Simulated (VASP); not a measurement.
# CaAlO4 (P-43m) in VASP: a series of runs

CaAlO4 is run at these levels: PBE; tasks: single point, relaxation of cell and atoms.

Program: VASP 6.6.1. These are calculated values, not measurements. Logs are shortened: lines on timing, memory, paths and dates and some standing lists are left out, and cuts for length are marked.

**1. The cell of the first run**

It takes space group P-43m (No. 215, cubic). Conventional cell: a = 4.306 Å, b = 4.306 Å, c = 4.306 Å, α = 90.00°, β = 90.00°, γ = 90.00°. Within 2.5 Å of Ca (site symmetry -43m) lie 4 O at 1.87 Å. Within 2.5 Å of Al (site symmetry -43m) lie 4 O at 1.86 Å. O (site symmetry 3m) has 1 Al at 1.86 Å and 1 Ca at 1.87 Å within 2.5 Å.

The cell was generated, and may not be a known phase.

**2. Single point, PBE, collinear spin, ferromagnetic start**

File INCAR:

```
PREC = Accurate ; ENCUT = 520
EDIFF = 1E-6 ; ISMEAR = 0
SIGMA = 0.1 ; LREAL = False
LASPH = True ; NELM = 150
ALGO = Normal ; ISIF = 2
LWAVE = False ; LCHARG = False
ISPIN = 2 ; MAGMOM = 0 0 1 1 1 1
LORBIT = 11 ; GGA = PE
NBANDS = 32
```

File KPOINTS:

```
regular mesh
0
Gamma
  4 4 4
```

File POSCAR:

```
CaAlO4
1.0
    4.3063790800      0.0000000000      0.0000000000
    0.0000000000      4.3063790800      0.0000000000
    0.0000000000      0.0000000000      4.3063790800
Ca Al O
1 1 4
Direct
    0.0000000000      0.0000000000      0.0000000000
    0.5000000000      0.5000000000      0.5000000000
    0.7495894800      0.7495894800      0.7495894800
    0.2504105200      0.2504105200      0.7495894800
    0.2504105200      0.7495894800      0.2504105200
    0.7495894800      0.2504105200      0.2504105200
```

Potentials or basis: VASP PAW PBE potentials, release 64 (Ca_sv, Al, O).

Run with:

```bash
cat potpaw_PBE.64/Ca_sv/POTCAR potpaw_PBE.64/Al/POTCAR potpaw_PBE.64/O/POTCAR > POTCAR
mpirun -np 1 vasp_std > vasp.out
```

OUTCAR:

```text
PREC = Accurate
   ENCUT = 520
   EDIFF = 1E-6
   ISMEAR = 0
   LREAL = False
   LASPH = True
   NELM = 150
   ISIF = 2
   ISPIN = 2
   LORBIT = 11
   GGA = PE

 ion  position               nearest neighbor table
   1  0.000  0.000  0.000-   3 1.87   4 1.87   5 1.87   6 1.87
   2  0.500  0.500  0.500-   3 1.86   4 1.86   5 1.86   6 1.86
   3  0.750  0.750  0.750-   2 1.86   1 1.87
   4  0.250  0.250  0.750-   2 1.86   1 1.87
   5  0.250  0.750  0.250-   2 1.86   1 1.87
   6  0.750  0.250  0.250-   2 1.86   1 1.87

  LATTYP: Found a simple cubic cell.
 ALAT       =     4.3063790800

  Lattice vectors:

 A1 = (   4.3063790800,   0.0000000000,   0.0000000000)
 A2 = (   0.0000000000,   4.3063790800,   0.0000000000)
 A3 = (   0.0000000000,   0.0000000000,   4.3063790800)

Analysis of symmetry for initial positions (statically):
=====================================================================
 Subroutine PRICEL returns:
 Original cell was already a primitive cell.

 Routine SETGRP: Setting up the symmetry group for a
 simple cubic supercell.

 Subroutine GETGRP returns: Found 24 space group operations
 (whereof 24 operations were pure point group operations)
 out of a pool of 48 trial point group operations.

The static configuration has the point symmetry T_d .

Analysis of symmetry for dynamics (positions and initial velocities):
=====================================================================
 Subroutine PRICEL returns:
 Original cell was already a primitive cell.

 Routine SETGRP: Setting up the symmetry group for a
 simple cubic supercell.

 Subroutine GETGRP returns: Found 24 space group operations
 (whereof 24 operations were pure point group operations)
 out of a pool of 48 trial point group operations.

The dynamic configuration has the point symmetry T_d .

Analysis of structural, dynamic, and magnetic symmetry:
=====================================================================
 Subroutine PRICEL returns:
 Original cell was already a primitive cell.

 Routine SETGRP: Setting up the symmetry group for a
 simple cubic supercell.

 Subroutine GETGRP returns: Found 24 space group operations
 (whereof 24 operations were pure point group operations)
 out of a pool of 48 trial point group operations.

The overall configuration has the point symmetry T_d .

 Subroutine INISYM returns: Found 24 space group operations
 (whereof 24 operations are pure point group operations),
 and found     1 'primitive' translations

----------------------------------------------------------------------------------------

                                     Primitive cell

  volume of cell :      79.8614

  direct lattice vectors                    reciprocal lattice vectors
     4.306379080  0.000000000  0.000000000     0.232213649  0.000000000  0.000000000
     0.000000000  4.306379080  0.000000000     0.000000000  0.232213649  0.000000000
     0.000000000  0.000000000  4.306379080     0.000000000  0.000000000  0.232213649

  length of vectors
     4.306379080  4.306379080  4.306379080     0.232213649  0.232213649  0.232213649

  position of ions in fractional coordinates (direct lattice)
     0.000000000  0.000000000  0.000000000
     0.500000000  0.500000000  0.500000000
     0.749589480  0.749589480  0.749589480
     0.250410520  0.250410520  0.749589480
     0.250410520  0.749589480  0.250410520
     0.749589480  0.250410520  0.250410520

  ion indices of the primitive-cell ions
   primitive index   ion index
                 1           1
                 2           2
                 3           3
                 4           4
                 5           5
                 6           6

----------------------------------------------------------------------------------------

 KPOINTS: regular mesh

Automatic generation of k-mesh.
 Grid dimensions read from file:
[... 23 lines left out ...]
  0.250000  0.000000  0.000000      6.000000
  0.500000  0.000000  0.000000      3.000000
  0.250000  0.250000  0.000000     12.000000
  0.500000  0.250000  0.000000     12.000000
  0.500000  0.500000  0.000000      3.000000
  0.250000  0.250000  0.250000      8.000000
  0.500000  0.250000  0.250000     12.000000
  0.500000  0.500000  0.250000      6.000000
  0.500000  0.500000  0.500000      1.000000
   k-points           NKPTS =     10   k-points in BZ     NKDIM =     10   number of bands    NBANDS=     32
   number of dos      NEDOS =    301   number of ions     NIONS =      6
   total plane-waves  NPLWV =  32768
   dimension x,y,z NGX =    32 NGY =   32 NGZ =   32
   dimension x,y,z NGXF=    64 NGYF=   64 NGZF=   64
   ions per type =               1   1   4
   NGX,Y,Z   is equivalent  to a cutoff of  12.35, 12.35, 12.35 a.u.
   NGXF,Y,Z  is equivalent  to a cutoff of  24.71, 24.71, 24.71 a.u.
 SYSTEM =  unknown system
   PREC   = accura    normal or accurate (medium, high low for compatibility)
   ISTART =      0    job   : 0-new  1-cont  2-samecut
   ICHARG =      2    charge: 1-file 2-atom 10-const
   ISPIN  =      2    spin polarized calculation?
   LNONCOLLINEAR =      F non collinear calculations
   LSORBIT =      F    spin-orbit coupling
   LASPH  =      T    aspherical Exc in radial PAW
   ENCUT  =  520.0 eV  38.22 Ry    6.18 a.u.   8.01  8.01  8.01*2*pi/ulx,y,z
   NELM   =    150;   NELMIN=  2; NELMDL= -5     # of ELM steps
   EDIFF  = 0.1E-05   stopping-criterion for ELM
   LREAL  =      F    real-space projection
   EDIFFG = 0.1E-04   stopping-criterion for IOM
   NSW    =      0    number of steps for IOM
   IBRION =     -1    ionic relax: 0-MD 1-quasi-New 2-CG
   NFREE  =      0    steps in history (QN), initial steepest desc. (CG)
   ISIF   =      2    stress and relaxation
   ISYM   =      2    0-nonsym 1-usesym 2-fastsym
   POTIM  = 0.5000    time-step for ionic-motion
   TEBEG  =    0.0;   TEEND  =   0.0 temperature during run
   PSTRESS=    0.0 pullay stress
   NELECT =      37.0000    total number of electrons
   NUPDOWN=      -1.0000    fix difference up-down
   EMIN   =  10.00;   EMAX   =-10.00  energy-range for DOS
   EFERMI =   0.00;   METHOD = LEGACY
   ISMEAR =     0;   SIGMA  =   0.10  broadening in eV -4-tet -1-fermi 0-gaus
   EFERMI_NEDOS =   21; number of points for ismear=-14 and -15
   IALGO  =     38    algorithm
   IMIX   =      4    mixing-type and parameters
     AMIX     =   0.40;   BMIX     =  1.00
     AMIX_MAG =   1.60;   BMIX_MAG =  1.00
  volume/ion in A,a.u.               =      13.31        89.82
  Fermi-wavevector in a.u.,A,eV,Ry     =   1.266766  2.393841 21.833224  1.604697
  Thomas-Fermi vector in A             =   2.399950
   LORBIT       =     11    0 simple, 1 ext, 2 COOP (PROOUT), +10 PAW based schemes
   GGA     = PE    functional components
   LHFCALC =     F    Hartree Fock is set to
   AEXX    =    0.0000 exact exchange contribution
   IVDW    =     0    specifies the selected vdW correction
   LEPSILON=     F    determine dielectric tensor
   LRPA    =     F    only Hartree local field effects (RPA)
 spin polarized calculation
 Gauss-broadening in eV      SIGMA  =   0.10
  energy-cutoff  :      520.00
  volume of cell :       79.86
 maximum number of plane-waves:      2176
   NGX = 17   NGY = 17   NGZ = 17

 number of electron      36.9999972 magnetization       2.9999738

 Free energy of the ion-electron system (eV)
  ---------------------------------------------------
  ext. energy  EPLUGINS =         0.00000000
  ---------------------------------------------------
  free energy    TOTEN  =       -30.83958698 eV

  energy without entropy =      -30.81640915  energy(sigma->0) =      -30.82799807

 E-fermi :   0.5933     XC(G=0):  -9.5600

 val. band max:        0.5312493571   @ k =   0.5000   0.2500   0.0000
 cond. band min:       0.6041884769   @ k =   0.5000   0.2500   0.2500
 fundamental gap:      0.0729391198
 Fermi energy:         0.5932619770

 spin component 1

 k-point     1 :       0.0000    0.0000    0.0000
  band No.  band energies     occupation
      1     -34.3309      1.00000
      2     -17.9127      1.00000
      3     -17.9127      1.00000
      4     -17.9127      1.00000
      5     -16.7201      1.00000
      6     -13.7261      1.00000
[... 319 lines left out ...]
     29      11.9029      0.00000
     30      14.4059      0.00000
 Fermi energy:         0.5932619770

 spin component 2

 k-point     1 :       0.0000    0.0000    0.0000
  band No.  band energies     occupation
      1     -34.3012      1.00000
      2     -17.3569      1.00000
      3     -17.3569      1.00000
      4     -17.3569      1.00000
      5     -15.6480      1.00000
      6     -13.0590      1.00000
[... 319 lines left out ...]
     29      12.1251      0.00000
     30      14.5736      0.00000
 [bands above 30 left out]

------------------------ aborting loop because EDIFF is reached ----------------------------------------

  FORCE on cell =-STRESS in cart. coord.  units (eV):
  Direction    XX          YY          ZZ          XY          YZ          ZX
  --------------------------------------------------------------------------------------
  -------------------------------------------------------------------------------------
  Total       12.0918251     12.0918251     12.0918251      0.0000000     -0.0000000      0.0000000
  in kB      242.5859631    242.5859631    242.5859631      0.0000000     -0.0000000      0.0000000
  external PRESSURE =     242.5859631 kB  Pullay stress =       0.0000000 kB

 VOLUME and BASIS-vectors are now :
 -----------------------------------------------------------------------------
  energy-cutoff  :      520.00
  volume of cell :       79.86
      direct lattice vectors                 reciprocal lattice vectors
     4.306379080  0.000000000  0.000000000     0.232213649  0.000000000  0.000000000
     0.000000000  4.306379080  0.000000000     0.000000000  0.232213649  0.000000000
     0.000000000  0.000000000  4.306379080     0.000000000  0.000000000  0.232213649

 POSITION                                       TOTAL-FORCE (eV/Angst)
 -----------------------------------------------------------------------------------
      0.00000      0.00000      0.00000         0.000000     -0.000000      0.000000
      2.15319      2.15319      2.15319         0.000000     -0.000000      0.000000
      3.22802      3.22802      3.22802        -4.423487     -4.423487     -4.423487
      1.07836      1.07836      3.22802         4.423487      4.423487     -4.423487
      1.07836      3.22802      1.07836         4.423487     -4.423487      4.423487
      3.22802      1.07836      1.07836        -4.423487      4.423487      4.423487
 -----------------------------------------------------------------------------------
    total drift:                               -0.000000     -0.000000     -0.000000

  FREE ENERGIE OF THE ION-ELECTRON SYSTEM (eV)
  ---------------------------------------------------
  free  energy   TOTEN  =       -30.8395869810 eV

  energy  without entropy=      -30.8164091510  energy(sigma->0) =      -30.82799807

 total charge

# of ion       s       p       d       tot
------------------------------------------
    1        2.109   5.982   0.797   8.888
    2        0.338   0.378   0.000   0.716
    3        1.599   3.342   0.000   4.941
    4        1.599   3.342   0.000   4.941
    5        1.599   3.342   0.000   4.941
    6        1.599   3.342   0.000   4.941
--------------------------------------------------
tot          8.842  19.728   0.797  29.367

 magnetization (x)

# of ion       s       p       d       tot
------------------------------------------
    1       -0.003   0.025  -0.018   0.004
    2       -0.010  -0.012   0.000  -0.022
    3        0.008   0.616   0.000   0.623
    4        0.008   0.616   0.000   0.623
    5        0.008   0.616   0.000   0.623
    6        0.008   0.616   0.000   0.623
--------------------------------------------------
tot          0.018   2.475  -0.018   2.476
```

It took 84 s on 1 thread of Oxide Virtual Turin-like, shared host; peak memory 0.18 GiB.

What came out:

| Quantity | Value |
| --- | --- |
| Free energy | -30.8396 eV |
| Pressure | 24.3 GPa |
| Largest force | 7.662 eV/Å |
| Band gap on the k mesh | zero (filled and empty bands overlap) |
| Net moment | 3.00 μB per cell |
| Site moments | Ca +0.00; Al -0.02; O +0.62 μB |
| Valence electrons inside the program's atomic spheres | Ca 8.89; Al 0.72; O 4.94 |

Forces on the atoms (eV/Å):
```
Ca   0.000  0.000  0.000
Al   0.000  0.000  0.000
O   -4.423 -4.423 -4.423
O    4.423  4.423 -4.423
O    4.423 -4.423  4.423
O   -4.423  4.423  4.423
```

Levels at points of the mesh, in eV from the Fermi level:
Spin up:
```tsv
k point	band 17	band 18	band 19	band 20	band 21	band 22	band 23	band 24
(0.00, 0.00, 0.00)	-1.50	-1.07	-1.07	-1.07	5.63	8.31	8.31	8.31
(0.50, 0.00, 0.00)	-1.58	-1.58	-0.72	-0.72	7.65	7.97	8.58	8.58
(0.50, 0.50, 0.00)	-1.36	-1.36	-1.22	-1.11	7.48	9.45	9.49	9.49
(0.50, 0.50, 0.50)	-1.33	-0.96	-0.96	-0.96	8.97	9.85	9.85	9.85
```
Spin down:
```tsv
k point	band 15	band 16	band 17	band 18	band 19	band 20
(0.00, 0.00, 0.00)	-0.09	-0.09	-0.09	0.34	0.34	0.34
(0.50, 0.00, 0.00)	-1.29	-0.81	-0.24	-0.24	0.59	0.59
(0.50, 0.50, 0.00)	-0.60	-0.60	-0.11	-0.11	0.19	0.34
(0.50, 0.50, 0.50)	-1.32	0.07	0.07	0.53	0.53	0.53
```

Caveat: the k points lie up to 0.36 Å⁻¹ apart; forces of over 1 eV/Å act on the atoms, so gaps and moduli don't describe the material at rest.

**3. Single point, PBE, collinear spin, ferromagnetic start**

This run uses another cell than the first one, of 16.43 Å³/atom.

File INCAR:

```
SYSTEM = CaAlO4
PREC     = Accurate       ! precision mode
ENCUT    = 520            ! plane-wave cutoff, eV
EDIFF    = 1E-7           ! SCF threshold, eV
ISMEAR   = 0              ! smearing method
SIGMA    = 0.1            ! smearing width, eV
LREAL    = .FALSE.        ! projectors in reciprocal space
LASPH    = .TRUE.         ! aspherical terms in the spheres
NELM     = 150            ! most SCF steps
ALGO     = Fast           ! electronic algorithm
ISIF     = 2              ! what is computed and relaxed
LWAVE    = .FALSE.        ! write WAVECAR
LCHARG   = .FALSE.        ! write CHGCAR
ISPIN    = 2              ! spin polarisation
MAGMOM   = 0 0 1 1 1 1    ! initial moments
LORBIT   = 11             ! projections on sites
GGA      = PE             ! functional
NBANDS   = 32             ! bands
```

File KPOINTS:

```
regular mesh
0
G
  4 4 4
  0 0 0
```

File POSCAR:

```
CaAlO4
1.0
    4.6197440527      0.0000000000      0.0000000000
    0.0000000000      4.6197440527      0.0000000000
    0.0000000000      0.0000000000      4.6197440527
Ca Al O
1 1 4
Direct
    0.0000000000      0.0000000000      0.0000000000
    0.5000000000      0.5000000000      0.5000000000
    0.7193353182      0.7193353182      0.7193353182
    0.2806646818      0.2806646818      0.7193353182
    0.2806646818      0.7193353182      0.2806646818
    0.7193353182      0.2806646818      0.2806646818
```

Potentials or basis: VASP PAW PBE potentials, release 64 (Ca_sv, Al, O).

Run with:

```bash
cat potpaw_PBE.64/Ca_sv/POTCAR potpaw_PBE.64/Al/POTCAR potpaw_PBE.64/O/POTCAR > POTCAR
mpirun -np 1 vasp_std > vasp.out
```

It took 2.8 min on 1 thread of Oxide Virtual Turin-like, shared host; peak memory 0.23 GiB.

It converged, with:

| Property | Result |
| --- | --- |
| Free energy | -34.8584 eV |
| Pressure | 0.2 GPa |
| Largest force | 0.023 eV/Å |
| Band gap on the k mesh | zero (filled and empty bands overlap) |
| Net moment | 3.00 μB per cell |
| Site moments | Ca -0.01; Al -0.03; O +0.62 μB |
| Valence electrons inside the program's atomic spheres | Ca 8.16; Al 0.83; O 4.91 |

Forces in eV/Å, atoms in the order of the input:
```
Ca   0.000  0.000  0.000
Al   0.000  0.000  0.000
O   -0.014 -0.014 -0.014
O    0.014  0.014 -0.014
O    0.014 -0.014  0.014
O   -0.014  0.014  0.014
```

Levels at points of the mesh, in eV from the Fermi level:
Spin up:
| k point | band 18 | band 19 | band 20 | band 21 | band 22 | band 23 |
| --- | --- | --- | --- | --- | --- | --- |
| (0.00, 0.00, 0.00) | -1.29 | -1.29 | -1.29 | 5.07 | 7.31 | 7.31 |
| (0.50, 0.00, 0.00) | -1.47 | -1.01 | -1.01 | 7.13 | 7.37 | 7.42 |
| (0.50, 0.50, 0.00) | -1.27 | -1.27 | -0.94 | 7.20 | 7.26 | 7.97 |
| (0.50, 0.50, 0.50) | -0.94 | -0.94 | -0.94 | 7.93 | 7.93 | 8.18 |
Spin down:
```
           k point  band 13  band 14  band 15  band 16  band 17  band 18  band 19  band 20  band 21  band 22
(0.00, 0.00, 0.00)    -1.66    -1.66     0.03     0.03     0.03     0.15     0.15     0.15     5.30     7.43
(0.50, 0.00, 0.00)    -1.18    -1.16    -0.80    -0.52    -0.22    -0.22     0.43     0.43     7.39     7.62
(0.50, 0.50, 0.00)    -1.04    -1.04    -0.84    -0.49     0.01     0.15     0.15     0.55     7.35     7.38
(0.50, 0.50, 0.50)    -1.21    -1.21    -1.21     0.02     0.02     0.58     0.58     0.58     7.95     7.95
```

(Continued in part 2 of 2.)

The gap in the log of VASP goes by the Fermi energy; the results here count the filled bands.